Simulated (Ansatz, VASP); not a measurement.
# BN: VASP beside Ansatz

```
CELL_PARAMETERS angstrom
0.00000 1.80481 1.75067
1.80481 0.00000 1.75067
1.80481 1.80481 0.00000
ATOMIC_POSITIONS crystal
B 0.00000 0.00000 0.00000
N 0.75000 0.75000 0.75000
```

Change from the starting cell: strain -0.0300 x Voigt [0, 0, 1, 0, 0, 0], atoms carried along.

Alike in both runs: task single point; functional r2SCAN; k mesh 12 × 12 × 12; occupations gaussian, width 0.05 eV; no spin polarisation.

```csv
,VASP,Ansatz
version,VASP 6.6.1,Ansatz 0.2.0
potentials or method,"VASP PAW PBE potentials, release 64 (B, N), cutoff 520 eV","scalar-relativistic, plane waves, PAW"
valence electrons in the cell,8,8
```

```csv
,VASP,Ansatz,Ansatz less VASP
gap on the k mesh at the Fermi level (eV),4.45,4.48,+0.024
least direct gap on the mesh (eV),9.36,9.40,+0.042
pressure (GPa),13.9,12.6,-1.23
"traceless stress, the component that is largest in VASP (GPa)",12.91,12.95,+0.036
```

VASP's potentials were made for PBE, not for r2SCAN. With one functional, cell and mesh, what is left measures potentials, basis and numerics.
